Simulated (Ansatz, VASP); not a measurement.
Na in VASP and in Ansatz

Contents of INCAR:

```
SYSTEM = Na
  PREC = Accurate
  ENCUT = 520
  EDIFF = 1E-6
  ISMEAR = 0
  SIGMA = 0.1
  LREAL = .False.
  LASPH = .True.
  NELM = 100
  ALGO = Fast
  ISIF = 2
  LWAVE = .False.
  LCHARG = .True.
  GGA = PE
  LELF = .True.
  LVHAR = .True.
  NBANDS = 10
```

KPOINTS

```
Automatic mesh
0
Gamma
  14 14 14
  0 0 0
```

Contents of POSCAR:

```
Na
1.0
   -2.1625362080      2.1625362080      2.1625362080
    2.1625362080     -2.1625362080      2.1625362080
    2.1625362080      2.1625362080     -2.1625362080
Na
1
Direct
    0.0000000000      0.0000000000      0.0000000000
```

Input for Ansatz:

```yaml
crystal:
  lattice:
    - [-2.162536208, 2.162536208, 2.162536208]
    - [2.162536208, -2.162536208, 2.162536208]
    - [2.162536208, 2.162536208, -2.162536208]
  atoms:
    - { symbol: Na, position: [0.0, 0.0, 0.0] }
basis:
  ecutwfc: 420
kpoints:
  mp_grid: { grid: [14, 14, 14] }
hamiltonian:
  xc: pbe
scf:
  occupations: { method: gaussian, width: 0.1 }
output:
  forces: true
  stress: true
  eigenvalues: true
  write_density: true
  write_potential: true
  elf: true
  volumetric_format: npy
```

Alike in both runs: task single point; functional PBE; k mesh 14 × 14 × 14; occupations gaussian, width 0.1 eV; no spin polarisation.

|  | VASP | Ansatz |
| --- | --- | --- |
| version | VASP 6.6.1 | Ansatz 0.2.0 |
| potentials or method | VASP PAW PBE potentials, release 64 (Na_pv), cutoff 520 eV | scalar-relativistic, plane waves, PAW |
| valence electrons in the cell | 7 | 9 |

|  | VASP | Ansatz | Ansatz less VASP |
| --- | --- | --- | --- |
| gap on the k mesh at the Fermi level (eV) | none | none | - |
| pressure (GPa) | -0.7 | -0.6 | +0.10 |

A gap of «none» marks a metal or a gap that the smearing closes. VASP's potentials hold 7 valence electrons a cell and Ansatz's 9, so a difference there can come from the potentials and not from the codes.
